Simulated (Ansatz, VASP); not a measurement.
**One calculation of Ge, two programs**

```
Ge
1.0
     0.00000    2.82891    2.82891
     2.82891    0.00000    2.82891
     2.82891    2.82891    0.00000
Ge
2
Direct
  0.75000 0.75000 0.75000
  0.50000 0.50000 0.50000
```

Alike in both runs: task single point; functional PBEsol; dispersion D4; k mesh 8 × 8 × 8; occupations fermi-dirac, width 0.05 eV; no spin polarisation.

```csv
,VASP,Ansatz
version,VASP 6.6.1,Ansatz 0.2.0
potentials or method,"VASP PAW PBE potentials, release 64 (Ge_d)",Ansatz PAW
plane-wave cutoff (eV),520,420
valence electrons in the cell,28,28
```

Ansatz gave:

```
gap on the k mesh at the Fermi level (eV) : none
pressure (GPa)                            : -0.6
```

Problem. Estimate VASP's values.

Solution. gap on the k mesh at the Fermi level (eV): none; pressure (GPa): -0.7.

VASP's potentials were made for PBE, not for PBEsol. A gap of «none» marks a metal or a gap that the smearing closes.
